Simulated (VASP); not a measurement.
**CuO: single point with PBE**

Crystal: CuO.

```
Cu O
1.0
     0.00000    2.22239    2.11656
     2.22239    0.00000    2.11656
     2.22239    2.22239    0.00000
Cu O
1 1
Direct
  0.00000 0.00000 0.00000
  0.50000 0.50000 0.50000
```

This cell differs from its parent crystal: strain +0.050 along x and y, +0.000 along z.

```yaml
Program: VASP 6.6.1
Task: single point
Functional: PBE
Potentials_or_basis: VASP PAW PBE potentials, release 64 (Cu_sv_GW, O)
Cutoff: 700 eV
k_mesh: 20 × 20 × 20
Occupations: gaussian, width 0.15 eV
Spin: no spin polarisation
```

The pressure is -14.7 GPa and the band gap on the k mesh is zero (an odd number of electrons rules out a gap without spin polarisation).

Stress tensor (GPa, compression positive):
```
-14.52   0.00   0.00
  0.00 -14.52   0.00
  0.00   0.00 -15.15
```

Levels at points of the mesh, in eV from the Fermi level:
```tsv
k point	band 9	band 10	band 11	band 12	band 13	band 14	band 15	band 16	band 17	band 18
(0.00, 0.00, 0.00)	-2.04	-1.97	-1.96	-1.96	-1.93	1.03	17.90	18.03	18.03	18.22
(0.50, 0.00, 0.00)	-1.64	-1.62	-1.25	0.53	0.78	5.57	8.77	12.74	13.77	19.49
(0.50, 0.50, 0.00)	-2.69	-1.63	-1.49	-1.49	-1.40	5.20	10.46	11.46	14.79	14.79
(0.50, 0.00, 0.50)	-2.75	-1.72	-1.47	-1.47	-1.38	5.16	9.80	12.04	15.00	15.81
```

Run time: 7.3 min on 1 thread of Intel(R) Xeon(R) Platinum 8124M CPU @ 3.00GHz (Skylake/Cascade Lake), with other jobs on the host, peak memory 0.59 GiB.

Caveat: the cell differs from its parent crystal (strain +0.050 along x and y, +0.000 along z); the cell stands under tension; an odd number of electrons without spin polarisation forces a metal; a magnetic or distorted state may lie lower; semilocal functionals often make such compounds metallic where correlation or magnetic order opens a gap, which also shifts bond lengths.
